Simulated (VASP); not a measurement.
Write the native input for VASP 6.6.1 that does the following.

```yaml
Task: single point
Functional: PBEsol
Potentials_or_basis: VASP PAW PBE potentials, release 64 (Ta_pv, N)
Cutoff: 520 eV
k_mesh: 20 × 20 × 20
Occupations: gaussian, width 0.15 eV
Spin: no spin polarisation
Dipole_correction: no
Further_INCAR_settings: ALGO = Normal; EDIFF = 1e-07; NBANDS = 15
```

The structure of TaN lies in POSCAR:

```
TaN
1.0
    0.0000000000      2.1790000000      2.1790000000
    2.1790000000      0.0000000000      2.1790000000
    2.1790000000      2.1790000000      0.0000000000
Ta N
1 1
Direct
    0.5000000000      0.5000000000      0.5000000000
    0.0000000000      0.0000000000      0.0000000000
```

These files were run (other wordings do the same):

INCAR

```
SYSTEM = TaN
PREC     = Accurate       ! precision mode
ENCUT    = 520            ! plane-wave cutoff, eV
EDIFF    = 1E-7           ! SCF threshold, eV
ISMEAR   = 0              ! smearing method
SIGMA    = 0.15           ! smearing width, eV
LREAL    = .False.        ! projectors in reciprocal space
LASPH    = .True.         ! aspherical terms in the spheres
NELM     = 80             ! most SCF steps
ALGO     = Normal         ! electronic algorithm
ISIF     = 2              ! what is computed and relaxed
LWAVE    = .False.        ! write WAVECAR
LCHARG   = .False.        ! write CHGCAR
GGA      = PS             ! functional
NBANDS   = 15             ! bands
```

KPOINTS

```
Automatic mesh
0
Gamma
  20 20 20
  0 0 0
```

Potentials or basis: VASP PAW PBE potentials, release 64 (Ta_pv, N).

Command:

```bash
$ cat potpaw_PBE.64/Ta_pv/POTCAR potpaw_PBE.64/N/POTCAR > POTCAR
$ mpirun -np 1 vasp_std > vasp.out
```

It gave:

```yaml
Pressure: 5.5 GPa
Band_gap_on_the_k_mesh: zero (band 8 reaches 11.68 eV, above the bottom of band 9 at 7.48 eV)
```

Caveat: the PAW data sets were made with another functional, which shifts forces and pressure a little; spin-orbit coupling is left out, which moves the levels of the heavy elements.

Wall time 100 s on 1 thread of AMD EPYC 7R43 64-Core Processor (Zen 3), with other jobs on the host, peak memory 0.17 GiB.
